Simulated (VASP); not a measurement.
# AgI (P6_3mc) in VASP: further runs

The runs below take AgI through single point, with LDA.

All numbers are computed with VASP 6.6.1; they aren't measurements. Logs are shortened: lines on timing, memory, paths and dates and some standing lists are left out, and cuts for length are marked.

## (1) The cell of the first run

It takes space group P6_3mc (No. 186, hexagonal). Conventional cell: a = 4.395 Å, b = 4.395 Å, c = 7.429 Å, α = 90.00°, β = 90.00°, γ = 120.00°. Within 3.6 Å of Ag (site symmetry 3m) lie 4 I at 2.70 to 2.78 Å. Within 3.6 Å of I (site symmetry 3m) lie 4 Ag at 2.70 to 2.78 Å.

## (2) Single point, LDA (in-plane strain -0.02)

The input, INCAR:

```
  PREC = Accurate
  ENCUT = 500
  EDIFF = 1E-6
  ISMEAR = 0
  SIGMA = 0.01
  LREAL = False
  LASPH = True
  NELM = 120
  ALGO = Normal
  ISIF = 2
  LWAVE = False
  LCHARG = False
  GGA = CA
  NBANDS = 26
  GGA_COMPAT = False
```

The input, KPOINTS:

```
regular mesh
0
Gamma
  6 6 4
```

The input, POSCAR:

```
AgI
1.0
    4.3952898976      0.0000000000      0.0000000000
   -2.1976449488      3.8064327083      0.0000000000
    0.0000000000      0.0000000000      7.4286614076
Ag I
2 2
Direct
    0.6666666667      0.3333333333      0.6277265145
    0.3333333333      0.6666666667      0.1277265145
    0.6666666667      0.3333333333      0.0022734855
    0.3333333333      0.6666666667      0.5022734855
```

Potentials or basis: VASP PAW LDA potentials, release 64 (Ag, I).

Started as:

```
$ cat potpaw_LDA.64/Ag/POTCAR potpaw_LDA.64/I/POTCAR > POTCAR
$ mpirun -np 1 vasp_std > vasp.out
```

OUTCAR:

```text
PREC = Accurate
   ENCUT = 500
   EDIFF = 1E-6
   ISMEAR = 0
   LREAL = False
   LASPH = True
   NELM = 120
   ISIF = 2
   GGA = CA

 ion  position               nearest neighbor table
   1  0.667  0.333  0.628-   4 2.70   4 2.70   4 2.70   3 2.78
   2  0.333  0.667  0.128-   3 2.70   3 2.70   3 2.70   4 2.78
   3  0.667  0.333  0.002-   2 2.70   2 2.70   2 2.70   1 2.78
   4  0.333  0.667  0.502-   1 2.70   1 2.70   1 2.70   2 2.78

  LATTYP: Found a hexagonal cell.
 ALAT       =     4.3952898976
 C/A-ratio  =     1.6901413970

  Lattice vectors:

 A1 = (   4.3952898976,   0.0000000000,   0.0000000000)
 A2 = (  -2.1976449488,   3.8064327083,   0.0000000000)
 A3 = (   0.0000000000,   0.0000000000,   7.4286614076)

Analysis of symmetry for initial positions (statically):
=====================================================================
 Subroutine PRICEL returns:
 Original cell was already a primitive cell.

 Routine SETGRP: Setting up the symmetry group for a
 hexagonal supercell.

 Subroutine GETGRP returns: Found 12 space group operations
 (whereof  6 operations were pure point group operations)
 out of a pool of 24 trial point group operations.

The static configuration has the point symmetry C_3v.
 The point group associated with its full space group is C_6v.

Analysis of symmetry for dynamics (positions and initial velocities):
=====================================================================
 Subroutine PRICEL returns:
 Original cell was already a primitive cell.

 Routine SETGRP: Setting up the symmetry group for a
 hexagonal supercell.

 Subroutine GETGRP returns: Found 12 space group operations
 (whereof  6 operations were pure point group operations)
 out of a pool of 24 trial point group operations.

The dynamic configuration has the point symmetry C_3v.
 The point group associated with its full space group is C_6v.

 Subroutine INISYM returns: Found 12 space group operations
 (whereof  6 operations are pure point group operations),
 and found     1 'primitive' translations

----------------------------------------------------------------------------------------

                                     Primitive cell

  volume of cell :     124.2843

  direct lattice vectors                    reciprocal lattice vectors
     4.395289898  0.000000000  0.000000000     0.227516278  0.131356585  0.000000000
    -2.197644949  3.806432708  0.000000000     0.000000000  0.262713169  0.000000000
     0.000000000  0.000000000  7.428661408     0.000000000  0.000000000  0.134613754

  length of vectors
     4.395289898  4.395289898  7.428661408     0.262713169  0.262713169  0.134613754

  position of ions in fractional coordinates (direct lattice)
     0.666666667  0.333333333  0.627726514
     0.333333333  0.666666667  0.127726514
     0.666666667  0.333333333  0.002273485
     0.333333333  0.666666667  0.502273485

  ion indices of the primitive-cell ions
   primitive index   ion index
                 1           1
                 2           2
                 3           3
                 4           4

----------------------------------------------------------------------------------------

 KPOINTS: regular mesh

Automatic generation of k-mesh.
 Grid dimensions read from file:
 generate k-points for:    6    6    4

 Generating k-lattice:

  Cartesian coordinates                     Fractional coordinates (reciprocal lattice)
     0.037919380  0.021892764  0.000000000     0.166666667  0.000000000  0.000000000
     0.000000000  0.043785528  0.000000000     0.000000000  0.166666667  0.000000000
     0.000000000  0.000000000  0.033653439     0.000000000  0.000000000  0.250000000

  Length of vectors
     0.043785528  0.043785528  0.033653439

  Shift w.r.t. Gamma in fractional coordinates (k-lattice)
     0.000000000  0.000000000  0.000000000

 Subroutine IBZKPT returns following result:
 ===========================================

 Found     21 irreducible k-points:

 Following reciprocal coordinates:
            Coordinates               Weight
  0.000000  0.000000  0.000000      1.000000
  0.166667  0.000000  0.000000      6.000000
  0.333333  0.000000  0.000000      6.000000
  0.500000  0.000000  0.000000      3.000000
  0.166667  0.166667  0.000000      6.000000
  0.333333  0.166667  0.000000     12.000000
[... 13 lines left out ...]
  0.333333  0.166667  0.500000     12.000000
  0.333333  0.333333  0.500000      2.000000
   k-points           NKPTS =     21   k-points in BZ     NKDIM =     21   number of bands    NBANDS=     26
   number of dos      NEDOS =    301   number of ions     NIONS =      4
   total plane-waves  NPLWV =  55296
   dimension x,y,z NGX =    32 NGY =   32 NGZ =   54
   dimension x,y,z NGXF=    64 NGYF=   64 NGZF=  108
   ions per type =               2   2
   NGX,Y,Z   is equivalent  to a cutoff of  12.10, 12.10, 12.08 a.u.
   NGXF,Y,Z  is equivalent  to a cutoff of  24.21, 24.21, 24.17 a.u.
 SYSTEM =  unknown system
   PREC   = accura    normal or accurate (medium, high low for compatibility)
   ISTART =      0    job   : 0-new  1-cont  2-samecut
   ICHARG =      2    charge: 1-file 2-atom 10-const
   ISPIN  =      1    spin polarized calculation?
   LNONCOLLINEAR =      F non collinear calculations
   LSORBIT =      F    spin-orbit coupling
   LASPH  =      T    aspherical Exc in radial PAW
   ENCUT  =  500.0 eV  36.75 Ry    6.06 a.u.   8.01  8.01 13.54*2*pi/ulx,y,z
   NELM   =    120;   NELMIN=  2; NELMDL= -5     # of ELM steps
   EDIFF  = 0.1E-05   stopping-criterion for ELM
   LREAL  =      F    real-space projection
   EDIFFG = 0.1E-04   stopping-criterion for IOM
   NSW    =      0    number of steps for IOM
   IBRION =     -1    ionic relax: 0-MD 1-quasi-New 2-CG
   NFREE  =      0    steps in history (QN), initial steepest desc. (CG)
   ISIF   =      2    stress and relaxation
   ISYM   =      2    0-nonsym 1-usesym 2-fastsym
   POTIM  = 0.5000    time-step for ionic-motion
   TEBEG  =    0.0;   TEEND  =   0.0 temperature during run
   PSTRESS=    0.0 pullay stress
   NELECT =      36.0000    total number of electrons
   NUPDOWN=      -1.0000    fix difference up-down
   EMIN   =  10.00;   EMAX   =-10.00  energy-range for DOS
   EFERMI =   0.00;   METHOD = LEGACY
   ISMEAR =     0;   SIGMA  =   0.01  broadening in eV -4-tet -1-fermi 0-gaus
   EFERMI_NEDOS =   21; number of points for ismear=-14 and -15
   IALGO  =     38    algorithm
   IMIX   =      4    mixing-type and parameters
     AMIX     =   0.40;   BMIX     =  1.00
     AMIX_MAG =   1.60;   BMIX_MAG =  1.00
  volume/ion in A,a.u.               =      31.07       209.68
  Fermi-wavevector in a.u.,A,eV,Ry     =   1.083187  2.046927 15.963646  1.173295
  Thomas-Fermi vector in A             =   2.219247
   LORBIT       =      0    0 simple, 1 ext, 2 COOP (PROOUT), +10 PAW based schemes
   GGA     = CA    functional components
   LHFCALC =     F    Hartree Fock is set to
   AEXX    =    0.0000 exact exchange contribution
   IVDW    =     0    specifies the selected vdW correction
   LEPSILON=     F    determine dielectric tensor
   LRPA    =     F    only Hartree local field effects (RPA)
 non-spin polarized calculation
 Gauss-broadening in eV      SIGMA  =   0.01
  energy-cutoff  :      500.00
  volume of cell :      124.28
 maximum number of plane-waves:      3180
   NGX = 17   NGY = 17   NGZ = 27

 number of electron      36.0000003 magnetization

 Free energy of the ion-electron system (eV)
  ---------------------------------------------------
  ext. energy  EPLUGINS =         0.00000000
  ---------------------------------------------------
  free energy    TOTEN  =       -12.21053899 eV

  energy without entropy =      -12.21053899  energy(sigma->0) =      -12.21053899

 E-fermi :   4.1805     XC(G=0):  -9.2884

 val. band max:        4.1131997005   @ k =   0.0000   0.0000   0.0000
 cond. band min:       5.1977225997   @ k =   0.0000   0.0000   0.0000
 fundamental gap:      1.0845228992
 Fermi energy:         4.1805496812

 k-point     1 :       0.0000    0.0000    0.0000
  band No.  band energies     occupation
      1      -9.3715      2.00000
      2      -9.0195      2.00000
      3      -0.8149      2.00000
      4      -0.8149      2.00000
      5      -0.7936      2.00000
      6      -0.7807      2.00000
[... 18 lines left out ...]
     25      10.5990      0.00000
     26      11.2114      0.00000

 k-point     2 :       0.1667    0.0000    0.0000
  band No.  band energies     occupation
      1      -9.2860      2.00000
      2      -8.9716      2.00000
      3      -0.8964      2.00000
      4      -0.7619      2.00000
      5      -0.7432      2.00000
      6      -0.6734      2.00000
[... 18 lines left out ...]
     25      10.7862      0.00000
     26      11.2152      0.00000

 k-point     3 :       0.3333    0.0000    0.0000
  band No.  band energies     occupation
      1      -9.0945      2.00000
      2      -8.8848      2.00000
      3      -1.0061      2.00000
      4      -0.8115      2.00000
      5      -0.6654      2.00000
      6      -0.5053      2.00000
[... 18 lines left out ...]
     25      11.2097      0.00000
     26      11.9788      0.00000

 k-point     4 :       0.5000    0.0000    0.0000
  band No.  band energies     occupation
      1      -8.9758      2.00000
      2      -8.8582      2.00000
      3      -0.9789      2.00000
      4      -0.9111      2.00000
      5      -0.6246      2.00000
      6      -0.4003      2.00000
[... 18 lines left out ...]
     25      11.4576      0.00000
     26      13.0811      0.00000
[... 409 lines left out ...]
      1      -9.0264      2.00000
      2      -9.0264      2.00000
      3      -0.9914      2.00000
      4      -0.9914      2.00000
      5      -0.6487      2.00000
      6      -0.6487      2.00000
[... 18 lines left out ...]
     25      11.0126      0.00000
     26      11.0126      0.00000

 k-point    20 :       0.3333    0.1667    0.5000
  band No.  band energies     occupation
      1      -8.9158      2.00000
      2      -8.9158      2.00000
      3      -0.9809      2.00000
      4      -0.9809      2.00000
      5      -0.5712      2.00000
      6      -0.5712      2.00000
[... 18 lines left out ...]
     25      11.5628      0.00000
     26      11.5628      0.00000

 k-point    21 :       0.3333    0.3333    0.5000
  band No.  band energies     occupation
      1      -8.8788      2.00000
      2      -8.8788      2.00000
      3      -0.8017      2.00000
      4      -0.8017      2.00000
      5      -0.6793      2.00000
      6      -0.6793      2.00000
[... 18 lines left out ...]
     25      12.1384      0.00000
     26      12.1384      0.00000

------------------------ aborting loop because EDIFF is reached ----------------------------------------

  FORCE on cell =-STRESS in cart. coord.  units (eV):
  Direction    XX          YY          ZZ          XY          YZ          ZX
  --------------------------------------------------------------------------------------
  -------------------------------------------------------------------------------------
  Total        1.6711806      1.6711806     -0.1677210      0.0000000      0.0000000      0.0000000
  in kB       21.5435724     21.5435724     -2.1621293      0.0000000      0.0000000      0.0000000
  external PRESSURE =      13.6416718 kB  Pullay stress =       0.0000000 kB

 VOLUME and BASIS-vectors are now :
 -----------------------------------------------------------------------------
  energy-cutoff  :      500.00
  volume of cell :      124.28
      direct lattice vectors                 reciprocal lattice vectors
     4.395289898  0.000000000  0.000000000     0.227516278  0.131356585  0.000000000
    -2.197644949  3.806432708  0.000000000     0.000000000  0.262713169  0.000000000
     0.000000000  0.000000000  7.428661408     0.000000000  0.000000000  0.134613754

 POSITION                                       TOTAL-FORCE (eV/Angst)
 -----------------------------------------------------------------------------------
      2.19764      1.26881      4.66317        -0.000000     -0.000000      0.215582
     -0.00000      2.53762      0.94884         0.000000      0.000000      0.215582
      2.19764      1.26881      0.01689        -0.000000      0.000000     -0.215582
     -0.00000      2.53762      3.73122        -0.000000     -0.000000     -0.215582
 -----------------------------------------------------------------------------------
    total drift:                               -0.000000     -0.000000      0.001011

  FREE ENERGIE OF THE ION-ELECTRON SYSTEM (eV)
  ---------------------------------------------------
  free  energy   TOTEN  =       -12.2105389853 eV

  energy  without entropy=      -12.2105389853  energy(sigma->0) =      -12.21053899
```

Run time: 23 s. Hardware: 1 thread of Intel Xeon 6975P-C (Granite Rapids), shared host; peak memory 0.22 GiB.

What came out:

* Free energy: -12.2105 eV
* Pressure: 1.4 GPa
* Largest force: 0.216 eV/Å
* Band gap on the k mesh: 1.08 eV

Forces in eV/Å, atoms in the order of the input:
```
Ag   0.000  0.000  0.216
Ag   0.000  0.000  0.216
I    0.000  0.000 -0.216
I    0.000  0.000 -0.216
```

Levels at points of the mesh, in eV from the valence-band top:
```csv
k point,band 15,band 16,band 17,band 18,band 19,band 20,band 21,band 22
"(0.00, 0.00, 0.00)",-0.80,-0.20,0.00,0.00,1.08,2.49,5.30,5.55
"(0.50, 0.00, 0.00)",-2.72,-2.10,-1.39,-0.92,3.10,3.35,4.37,5.65
"(0.00, 0.00, 0.50)",-0.42,-0.42,-0.42,-0.42,2.49,2.49,5.30,5.30
"(0.50, 0.00, 0.50)",-1.63,-1.63,-1.51,-1.51,2.88,2.88,4.54,4.54
```

Caveat: the cell differs from its parent crystal (in-plane strain -0.02); spin-orbit coupling is left out, which moves the levels of the heavy elements.

## (3) Single point, LDA (in-plane strain -0.02, then relaxed in part)

The input, INCAR:

```
SYSTEM = AgI
PREC     = Accurate       ! precision mode
ENCUT    = 500            ! plane-wave cutoff, eV
EDIFF    = 1E-6           ! SCF threshold, eV
ISMEAR   = 0              ! smearing method
SIGMA    = 0.01           ! smearing width, eV
LREAL    = .False.        ! projectors in reciprocal space
LASPH    = .True.         ! aspherical terms in the spheres
NELM     = 120            ! most SCF steps
ALGO     = Normal         ! electronic algorithm
ISIF     = 2              ! what is computed and relaxed
LWAVE    = .False.        ! write WAVECAR
LCHARG   = .False.        ! write CHGCAR
GGA      = CA             ! functional
NBANDS   = 26             ! bands
GGA_COMPAT= .False.
```

The input, KPOINTS:

```
Automatic mesh
0
Gamma
  6 6 4
  0 0 0
```

The input, POSCAR:

```
AgI
1.0
    4.3952898976      0.0000000000      0.0000000000
   -2.1976449488      3.8064327083      0.0000000000
    0.0000000000      0.0000000000      7.5176356011
Ag I
2 2
Direct
    0.6666666667      0.3333333333      0.6337634445
    0.3333333333      0.6666666667      0.1337634445
    0.6666666667      0.3333333333     -0.0037634445
    0.3333333333      0.6666666667      0.4962365555
```

Potentials or basis: VASP PAW LDA potentials, release 64 (Ag, I).

Started as:

```
$ cat potpaw_LDA.64/Ag/POTCAR potpaw_LDA.64/I/POTCAR > POTCAR
$ mpirun -np 1 vasp_std > vasp.out
```

Run time: 23 s. Hardware: 1 thread of Intel Xeon 6975P-C (Granite Rapids), shared host; peak memory 0.21 GiB.

Results (log left out):

```
Free energy            : -12.2299 eV
Pressure               : 0.6 GPa
Band gap on the k mesh : 1.08 eV
```

Stress tensor (GPa, compression positive):
```
0.93 0.00 0.00
0.00 0.93 0.00
0.00 0.00 0.01
```

Levels at points of the mesh, in eV from the valence-band top:
```tsv
k point	band 16	band 17	band 18	band 19	band 20	band 21
(0.00, 0.00, 0.00)	-0.14	0.00	0.00	1.08	2.68	5.30
(0.50, 0.00, 0.00)	-2.05	-1.39	-0.76	3.11	3.46	4.37
(0.00, 0.00, 0.50)	-0.45	-0.45	-0.45	2.57	2.57	5.39
(0.50, 0.00, 0.50)	-1.61	-1.41	-1.41	2.86	2.86	4.66
```

Caveat: the cell differs from its parent crystal (in-plane strain -0.02, then relaxed in part); spin-orbit coupling is left out, which moves the levels of the heavy elements.

[end of part 1 of 2]
